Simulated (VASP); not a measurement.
**ZrS2: relaxation of the atoms with PBE**

Crystal: ZrS2.

```
CELL_PARAMETERS angstrom
3.68521 0.00000 0.00000
-1.84260 3.19148 0.00000
0.00000 0.00000 6.89307
ATOMIC_POSITIONS crystal
Zr 0.00000 0.00000 0.00000
S 0.66667 0.33333 0.78783
S 0.33333 0.66667 0.21217
```

This cell differs from its parent crystal: strain along c alone, the other axes held: +2.0 %.

```json
{
 "Program": "VASP 6.6.1",
 "Task": "relaxation of the atoms",
 "Functional": "PBE",
 "Potentials or basis": "VASP PAW PBE potentials, release 64 (Zr_sv, S)",
 "Cutoff": "450 eV",
 "k mesh": "12 × 12 × 4",
 "Occupations": "gaussian, width 0.02 eV",
 "Spin": "no spin polarisation",
 "Dipole correction": "no",
 "Further INCAR settings": "ALGO = Normal; EDIFF = 1e-07; IBRION = 2; EDIFFG = -0.008; NSW = 60"
}
```

```
Energy gained by relaxing    : 0.6 meV/atom
Ionic steps                  : 3
Pressure after relaxing      : -0.1 GPa
Largest force after relaxing : 0.003 eV/Å
Band gap on the k mesh       : 1.14 eV (least direct gap 1.69 eV)
```

Forces in eV/Å, atoms in the order of the input:
```
Zr   0.000  0.000  0.000
S    0.000  0.000  0.003
S    0.000  0.000 -0.003
```

Step by step:
```tsv
step	energy change (eV)	largest force (eV/Å)	pressure (GPa)
1	0.0000	0.1428	-0.66
2	-0.0015	0.0684	-0.36
3	-0.0019	0.0031	-0.08
```

Final structure:
```xyz
3
Lattice="3.6852 0.0000 0.0000 -1.8426 3.1915 0.0000 0.0000 0.0000 6.8931" Properties=species:S:1:pos:R:3 pbc="T T T"
Zr    0.0000    0.0000    0.0000
S     1.8426    1.0638    5.4435
S     0.0000    2.1277    1.4496
```

Levels at points of the mesh, in eV from the valence-band top:
| k point | band 9 | band 10 | band 11 | band 12 | band 13 | band 14 | band 15 | band 16 |
| --- | --- | --- | --- | --- | --- | --- | --- | --- |
| (0.00, 0.00, 0.00) | -2.60 | -0.45 | 0.00 | 0.00 | 1.69 | 1.69 | 2.50 | 5.19 |
| (0.50, 0.00, 0.00) | -2.36 | -2.20 | -1.26 | -0.95 | 1.23 | 3.36 | 3.65 | 5.63 |
| (0.00, 0.00, 0.50) | -2.60 | -1.11 | -0.02 | -0.02 | 1.69 | 1.69 | 2.75 | 5.25 |
| (0.50, 0.00, 0.50) | -2.37 | -2.17 | -0.99 | -0.91 | 1.14 | 3.36 | 3.64 | 5.52 |

Wall time 2.3 min on 1 thread of Intel(R) Xeon(R) Platinum 8375C CPU @ 2.90GHz (Ice Lake), on a shared host, peak memory 0.23 GiB.

Caveat: the cell differs from its parent crystal (strain along c alone, the other axes held: +2.0 %); this functional lacks dispersion, which binds the layers, so the pressure and a relaxed spacing across them are unreliable. A k mesh can miss the band edges.
